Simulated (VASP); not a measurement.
# TiO2 (Anatase) (I4_1/amd) in VASP: a series of runs

Aim: see how the results for TiO2 (Anatase) move with the level of theory and the settings. Levels: RPBE+D3(BJ), PBEsol+D4. Tasks: single point.

Everything below comes from runs of VASP 6.6.1. Logs are shortened: lines on timing, memory, paths and dates and some standing lists are left out, and cuts for length are marked.

**1. The cell of the first run**

Symmetry: I4_1/amd, No. 141, tetragonal system. Conventional cell: a = 3.788 Å, b = 3.788 Å, c = 9.130 Å, α = 90.00°, β = 90.00°, γ = 90.00°. Ti (site symmetry -4m2) has 6 O at 1.92 to 1.96 Å within 2.5 Å. Within 2.5 Å of O (site symmetry 2mm) lie 3 Ti at 1.92 to 1.96 Å.

**2. Single point, RPBE+D3(BJ)**

Input file INCAR:

```
SYSTEM = TiO2
  PREC = Accurate
  ENCUT = 520
  EDIFF = 1E-7
  ISMEAR = -1
  SIGMA = 0.05
  LREAL = .FALSE.
  LASPH = .TRUE.
  NELM = 100
  ALGO = Normal
  ISIF = 2
  LWAVE = .FALSE.
  LCHARG = .TRUE.
  GGA = RP
  IVDW = 12
  LELF = .TRUE.
  LVHAR = .TRUE.
  NBANDS = 33
```

Input file KPOINTS:

```
Automatic mesh
0
G
  10 10 10
  0 0 0
```

Input file POSCAR:

```
TiO2
1.0
   -1.8937556668      1.8937556668      4.5649327148
    1.8937556668     -1.8937556668      4.5649327148
    1.8937556668      1.8937556668     -4.5649327148
Ti O
2 4
Direct
    0.7500000000      0.2500000000      0.5000000000
    0.0000000000      0.0000000000      0.0000000000
    0.7849405143      0.7849405143      0.0000000000
    0.5349405143      0.0349405143      0.5000000000
    0.9650594857      0.4650594857      0.5000000000
    0.2150594857      0.2150594857      0.0000000000
```

Potentials or basis: VASP PAW PBE potentials, release 64 (Ti_sv, O).

Command:

```
cat potpaw_PBE.64/Ti_sv/POTCAR potpaw_PBE.64/O/POTCAR > POTCAR
mpirun -np 1 vasp_std > vasp.out
```

OUTCAR:

```text
SYSTEM = TiO2
   PREC = Accurate
   ENCUT = 520
   EDIFF = 1E-7
   ISMEAR = -1
   LREAL = .FALSE.
   LASPH = .TRUE.
   NELM = 100
   ISIF = 2
   GGA = RP
   IVDW = 12
 IVDW          = 12

 ion  position               nearest neighbor table
   1  0.750  0.250  0.500-   3 1.92   6 1.92   3 1.92   6 1.92   5 1.96   4 1.96
   2  0.000  0.000  0.000-   4 1.92   5 1.92   4 1.92   5 1.92   3 1.96   6 1.96
   3  0.785  0.785  0.000-   1 1.92   1 1.92   2 1.96
   4  0.535  0.035  0.500-   2 1.92   2 1.92   1 1.96
   5  0.965  0.465  0.500-   2 1.92   2 1.92   1 1.96
   6  0.215  0.215  0.000-   1 1.92   1 1.92   2 1.96

  LATTYP: Found a body centered tetragonal cell.
 ALAT       =     3.7875113336
 C/A-ratio  =     2.4105183128

  Lattice vectors:

 A1 = (  -1.8937556668,   1.8937556668,   4.5649327148)
 A2 = (   1.8937556668,  -1.8937556668,   4.5649327148)
 A3 = (   1.8937556668,   1.8937556668,  -4.5649327148)

Analysis of symmetry for initial positions (statically):
=====================================================================
 Subroutine PRICEL returns:
 Original cell was already a primitive cell.

 Routine SETGRP: Setting up the symmetry group for a
 body centered tetragonal supercell.

 Subroutine GETGRP returns: Found 16 space group operations
 (whereof  8 operations were pure point group operations)
 out of a pool of 16 trial point group operations.

The static configuration has the point symmetry D_2d.
 The point group associated with its full space group is D_4h.

Analysis of symmetry for dynamics (positions and initial velocities):
=====================================================================
 Subroutine PRICEL returns:
 Original cell was already a primitive cell.

 Routine SETGRP: Setting up the symmetry group for a
 body centered tetragonal supercell.

 Subroutine GETGRP returns: Found 16 space group operations
 (whereof  8 operations were pure point group operations)
 out of a pool of 16 trial point group operations.

The dynamic configuration has the point symmetry D_2d.
 The point group associated with its full space group is D_4h.

 Subroutine INISYM returns: Found 16 space group operations
 (whereof  8 operations are pure point group operations),
 and found     1 'primitive' translations

----------------------------------------------------------------------------------------

                                     Primitive cell

  volume of cell :      65.4851

  direct lattice vectors                    reciprocal lattice vectors
    -1.893755667  1.893755667  4.564932715     0.000000000  0.264025613  0.109530640
     1.893755667 -1.893755667  4.564932715     0.264025613  0.000000000  0.109530640
     1.893755667  1.893755667 -4.564932715     0.264025613  0.264025613  0.000000000

  length of vectors
     5.292563816  5.292563816  5.292563816     0.285843463  0.285843463  0.373388602

  position of ions in fractional coordinates (direct lattice)
     0.750000000  0.250000000  0.500000000
     0.000000000  0.000000000  0.000000000
     0.784940514  0.784940514  0.000000000
     0.534940514  0.034940514  0.500000000
     0.965059486  0.465059486  0.500000000
     0.215059486  0.215059486  0.000000000

  ion indices of the primitive-cell ions
   primitive index   ion index
                 1           1
                 2           2
                 3           3
                 4           4
                 5           5
                 6           6

----------------------------------------------------------------------------------------

 KPOINTS: Automatic mesh

Automatic generation of k-mesh.
 Grid dimensions read from file:
 generate k-points for:   10   10   10

 Generating k-lattice:

  Cartesian coordinates                     Fractional coordinates (reciprocal lattice)
     0.000000000  0.026402561  0.010953064     0.100000000  0.000000000 -0.000000000
     0.026402561  0.000000000  0.010953064     0.000000000  0.100000000 -0.000000000
     0.026402561  0.026402561  0.000000000     0.000000000  0.000000000  0.100000000

  Length of vectors
     0.028584346  0.028584346  0.037338860

  Shift w.r.t. Gamma in fractional coordinates (k-lattice)
     0.000000000  0.000000000  0.000000000

 Subroutine IBZKPT returns following result:
 ===========================================

 Found    102 irreducible k-points:

 Following reciprocal coordinates:
            Coordinates               Weight
  0.000000  0.000000  0.000000      1.000000
  0.100000  0.000000  0.000000      8.000000
  0.200000  0.000000  0.000000      8.000000
  0.300000  0.000000  0.000000      8.000000
  0.400000  0.000000  0.000000      8.000000
  0.500000  0.000000 -0.000000      4.000000
[... 16 lines left out ...]
  0.300000  0.300000  0.000000      8.000000
  0.400000  0.300000  0.000000     16.000000
 [... further k-points ...]
   k-points           NKPTS =    102   k-points in BZ     NKDIM =    102   number of bands    NBANDS=     33
   number of dos      NEDOS =    301   number of ions     NIONS =      6
   total plane-waves  NPLWV =  64000
   dimension x,y,z NGX =    40 NGY =   40 NGZ =   40
   dimension x,y,z NGXF=    80 NGYF=   80 NGZF=   80
   ions per type =               2   4
   NGX,Y,Z   is equivalent  to a cutoff of  12.56, 12.56, 12.56 a.u.
   NGXF,Y,Z  is equivalent  to a cutoff of  25.13, 25.13, 25.13 a.u.
 SYSTEM =  TiO2
   PREC   = accura    normal or accurate (medium, high low for compatibility)
   ISTART =      0    job   : 0-new  1-cont  2-samecut
   ICHARG =      2    charge: 1-file 2-atom 10-const
   ISPIN  =      1    spin polarized calculation?
   LNONCOLLINEAR =      F non collinear calculations
   LSORBIT =      F    spin-orbit coupling
   LASPH  =      T    aspherical Exc in radial PAW
   ENCUT  =  520.0 eV  38.22 Ry    6.18 a.u.   9.84  9.84  9.84*2*pi/ulx,y,z
   NELM   =    100;   NELMIN=  2; NELMDL= -5     # of ELM steps
   EDIFF  = 0.1E-06   stopping-criterion for ELM
   LREAL  =      F    real-space projection
   EDIFFG = 0.1E-05   stopping-criterion for IOM
   NSW    =      0    number of steps for IOM
   IBRION =     -1    ionic relax: 0-MD 1-quasi-New 2-CG
   NFREE  =      0    steps in history (QN), initial steepest desc. (CG)
   ISIF   =      2    stress and relaxation
   ISYM   =      2    0-nonsym 1-usesym 2-fastsym
   POTIM  = 0.5000    time-step for ionic-motion
   TEBEG  =    0.0;   TEEND  =   0.0 temperature during run
   PSTRESS=    0.0 pullay stress
   NELECT =      48.0000    total number of electrons
   NUPDOWN=      -1.0000    fix difference up-down
   EMIN   =  10.00;   EMAX   =-10.00  energy-range for DOS
   EFERMI =   0.00;   METHOD = LEGACY
   ISMEAR =    -1;   SIGMA  =   0.05  broadening in eV -4-tet -1-fermi 0-gaus
   EFERMI_NEDOS =   21; number of points for ismear=-14 and -15
   IALGO  =     38    algorithm
   IMIX   =      4    mixing-type and parameters
     AMIX     =   0.40;   BMIX     =  1.00
     AMIX_MAG =   1.60;   BMIX_MAG =  1.00
  volume/ion in A,a.u.               =      10.91        73.65
  Fermi-wavevector in a.u.,A,eV,Ry     =   1.476073  2.789373 29.644256  2.178791
  Thomas-Fermi vector in A             =   2.590644
   LORBIT       =      0    0 simple, 1 ext, 2 COOP (PROOUT), +10 PAW based schemes
   GGA     = RP    functional components
   LHFCALC =     F    Hartree Fock is set to
   AEXX    =    0.0000 exact exchange contribution
   IVDW    =    12    specifies the selected vdW correction
   LEPSILON=     F    determine dielectric tensor
   LRPA    =     F    only Hartree local field effects (RPA)
 non-spin polarized calculation
  energy-cutoff  :      520.00
  volume of cell :       65.49
 maximum number of plane-waves:      1776
   NGX = 19   NGY = 19   NGZ = 19

 number of electron      48.0000005 magnetization

 Free energy of the ion-electron system (eV)
  ---------------------------------------------------
  ext. energy  EPLUGINS =         0.00000000
  ---------------------------------------------------
  free energy    TOTEN  =       -51.15497870 eV

  energy without entropy =      -51.15497870  energy(sigma->0) =      -51.15497870

 E-fermi :   5.0567     XC(G=0): -10.6791

 val. band max:        3.9955401528   @ k =   0.5000   0.5000  -0.0000
 cond. band min:       5.9880988979   @ k =   0.0000   0.0000   0.0000
 fundamental gap:      1.9925587451
 Fermi energy:         5.0566685862

 k-point     1 :       0.0000    0.0000    0.0000
  band No.  band energies     occupation
      1     -52.5646      2.00000
      2     -52.4859      2.00000
      3     -28.9947      2.00000
      4     -28.7381      2.00000
      5     -28.7381      2.00000
      6     -28.6451      2.00000
[... 25 lines left out ...]
     32       9.2096      0.00000
     33       9.6440      0.00000

 k-point     2 :       0.1000    0.0000    0.0000
  band No.  band energies     occupation
      1     -52.5630      2.00000
      2     -52.4872      2.00000
      3     -28.9923      2.00000
      4     -28.7529      2.00000
      5     -28.7394      2.00000
      6     -28.6501      2.00000
[... 25 lines left out ...]
     32       9.4167      0.00000
     33       9.7212      0.00000

 k-point     3 :       0.2000    0.0000    0.0000
  band No.  band energies     occupation
      1     -52.5584      2.00000
      2     -52.4907      2.00000
      3     -28.9862      2.00000
      4     -28.7898      2.00000
      5     -28.7425      2.00000
      6     -28.6617      2.00000
[... 25 lines left out ...]
     32       9.5801      0.00000
     33      10.1961      0.00000

 k-point     4 :       0.3000    0.0000    0.0000
  band No.  band energies     occupation
      1     -52.5519      2.00000
      2     -52.4958      2.00000
      3     -28.9794      2.00000
      4     -28.8338      2.00000
      5     -28.7461      2.00000
      6     -28.6716      2.00000
[... 673 lines left out ...]
     32      10.4634      0.00000
     33      10.6563      0.00000

 k-point    23 :       0.3000    0.3000    0.0000
  band No.  band energies     occupation
      1     -52.5360      2.00000
      2     -52.5088      2.00000
      3     -28.9546      2.00000
      4     -28.8970      2.00000
      5     -28.7824      2.00000
      6     -28.7217      2.00000
[... 25 lines left out ...]
     32      10.7379      0.00000
     33      11.4377      0.00000

 k-point    24 :       0.4000    0.3000    0.0000
  band No.  band energies     occupation
      1     -52.5312      2.00000
      2     -52.5124      2.00000
      3     -28.9606      2.00000
      4     -28.9201      2.00000
      5     -28.7831      2.00000
      6     -28.7401      2.00000
[... 25 lines left out ...]
     32      10.7636      0.00000
     33      11.6126      0.00000

 [... further k-points ...]

------------------------ aborting loop because EDIFF is reached ----------------------------------------

 Edisp (eV)   -5.80089

 E8    (eV) :    -3.4674

  FORCE on cell =-STRESS in cart. coord.  units (eV):
  Direction    XX          YY          ZZ          XY          YZ          ZX
  --------------------------------------------------------------------------------------
  -------------------------------------------------------------------------------------
  Total       0.25144     0.25144     0.30079     0.00000     0.00000     0.00000
  in kB       6.15172     6.15172     7.35934     0.00000     0.00000     0.00000
  external pressure =        6.55 kB  Pullay stress =        0.00 kB

 VOLUME and BASIS-vectors are now :
 -----------------------------------------------------------------------------
  energy-cutoff  :      520.00
  volume of cell :       65.49
      direct lattice vectors                 reciprocal lattice vectors
    -1.893755667  1.893755667  4.564932715     0.000000000  0.264025613  0.109530640
     1.893755667 -1.893755667  4.564932715     0.264025613  0.000000000  0.109530640
     1.893755667  1.893755667 -4.564932715     0.264025613  0.264025613  0.000000000

 POSITION                                       TOTAL-FORCE (eV/Angst)
 -----------------------------------------------------------------------------------
     -0.00000      1.89376      2.28247         0.000000      0.000000     -0.000000
      0.00000      0.00000      0.00000         0.000000      0.000000     -0.000000
      0.00000      0.00000      7.16640         0.000000     -0.000000     -0.027932
      0.00000      1.89376      0.31900        -0.000000      0.000000     -0.027932
     -0.00000      1.89376      4.24593        -0.000000      0.000000      0.027932
      0.00000      0.00000      1.96346         0.000000     -0.000000      0.027932
 -----------------------------------------------------------------------------------
    total drift:                                0.000000      0.000000     -0.000000

  FREE ENERGIE OF THE ION-ELECTRON SYSTEM (eV)
  ---------------------------------------------------
  free  energy   TOTEN  =       -56.9558689790 eV

  energy  without entropy=      -56.9558689789  energy(sigma->0) =      -56.95586898
```

Run time: 3.9 min. Hardware: 1 thread of AMD EPYC 9R45 (Zen 5), shared host; peak memory 0.33 GiB.

Results:

```
Free energy                : -56.9559 eV
Pressure                   : 0.7 GPa
Largest force              : 0.028 eV/Å
Band gap on the k mesh     : 1.99 eV, indirect (least direct gap 2.47 eV)
Dispersion energy per atom : -0.967 eV
```

Forces in eV/Å, atoms in the order of the input:
```
Ti   0.000  0.000  0.000
Ti   0.000  0.000  0.000
O    0.000  0.000 -0.028
O    0.000  0.000 -0.028
O    0.000  0.000  0.028
O    0.000  0.000  0.028
```

Stress tensor (GPa, compression positive):
```
0.62 0.00 0.00
0.00 0.62 0.00
0.00 0.00 0.74
```

Caveat: the PAW data sets were made with another functional, which shifts forces and pressure a little. Expect the measured gap to be larger: semilocal functionals such as RPBE lack the derivative discontinuity.

**3. Single point, PBEsol+D4**

This run uses another cell than the first one, of 11.20 Å³/atom, 1.026 times its volume.

Input file INCAR:

```
SYSTEM = TiO2
PREC = Accurate
ENCUT = 520
EDIFF = 1E-6
ISMEAR = -1
SIGMA = 0.05
LREAL = .False.
LASPH = .True.
NELM = 60
ALGO = Normal
ISIF = 2
LWAVE = .False.
LCHARG = .False.
GGA = PS
IVDW = 13
NBANDS = 33
```

Input file KPOINTS:

```
Automatic mesh
0
Gamma
  10 10 10
  0 0 0
```

Input file POSCAR:

```
TiO2
1.0
   -1.8804917151      1.8804917151      4.7515199791
    1.8804917151     -1.8804917151      4.7515199791
    1.8804917151      1.8804917151     -4.7515199791
Ti O
2 4
Direct
    0.7500000000      0.2500000000      0.5000000000
    0.0000000000      0.0000000000      0.0000000000
    0.7919717476      0.7919717476      0.0000000000
    0.5419717476      0.0419717476      0.5000000000
    0.9580282524      0.4580282524      0.5000000000
    0.2080282524      0.2080282524      0.0000000000
```

Potentials or basis: VASP PAW PBE potentials, release 64 (Ti_sv, O).

Command:

```
cat potpaw_PBE.64/Ti_sv/POTCAR potpaw_PBE.64/O/POTCAR > POTCAR
mpirun -np 1 vasp_std > vasp.out
```

Run time: 3.7 min. Hardware: 1 thread of AMD EPYC 9R45 (Zen 5), shared host; peak memory 0.32 GiB.

Results (log left out):

| Property | Result |
| --- | --- |
| Free energy | -56.8649 eV |
| Pressure | 0.7 GPa |
| Largest force | 0.020 eV/Å |
| Band gap on the k mesh | 2.10 eV, indirect (least direct gap 2.44 eV) |
| Dispersion energy per atom | -0.109 eV |

Forces on the atoms (eV/Å):
```
Ti   0.000  0.000  0.000
Ti   0.000  0.000  0.000
O    0.000  0.000 -0.020
O    0.000  0.000 -0.020
O    0.000  0.000  0.020
O    0.000  0.000  0.020
```

Stress tensor (GPa, compression positive):
```
0.71 0.00 0.00
0.00 0.71 0.00
0.00 0.00 0.79
```

Levels at points of the mesh, in eV from the valence-band top:
| k point | band 21 | band 22 | band 23 | band 24 | band 25 | band 26 | band 27 | band 28 |
| --- | --- | --- | --- | --- | --- | --- | --- | --- |
| (0.00, 0.00, 0.00) | -0.76 | -0.76 | -0.48 | -0.48 | 2.10 | 2.87 | 4.06 | 4.06 |
| (0.50, 0.00, 0.00) | -2.00 | -0.99 | -0.83 | -0.65 | 3.28 | 3.61 | 3.62 | 3.72 |
| (0.50, 0.50, 0.00) | -2.12 | -2.12 | -0.03 | -0.03 | 3.38 | 3.38 | 3.88 | 3.88 |
| (0.50, 0.50, 0.50) | -1.27 | -1.27 | -0.11 | -0.11 | 2.47 | 2.47 | 3.84 | 3.84 |

Caveat: the PAW data sets were made with another functional, which shifts forces and pressure a little.
